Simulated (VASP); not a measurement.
Runs of VASP 6.6.1 on MgO (Periclase). It takes space group Fm-3m (No. 225, cubic). Conventional cell: a = 4.217 Å, b = 4.217 Å, c = 4.217 Å, α = 90.00°, β = 90.00°, γ = 90.00°. Mg (site symmetry m-3m) has 6 O at 2.11 Å within 2.8 Å. O (site symmetry m-3m) has 6 Mg at 2.11 Å within 2.8 Å. 

```tsv
k mesh	gap on the mesh (eV)	pressure (GPa)
5 × 5 × 5	4.69	-2.0
8 × 8 × 8	4.69	-2.0
4 × 4 × 4	4.69	-2.0
6 × 6 × 6	4.69	-2.0
3 × 3 × 3	(a)	-1.6
```

Alike in all rows: task single point; level PBE+D3(BJ); potentials or basis VASP PAW PBE potentials, release 64 (Mg, O); no spin polarisation; cell as given; cutoff (eV) 600; smearing gaussian 0.01 eV.

**Question.** Fill in the values left out.

**Answer.** (a) 4.65.

Caveats: some runs use coarse meshes; three body term missing.

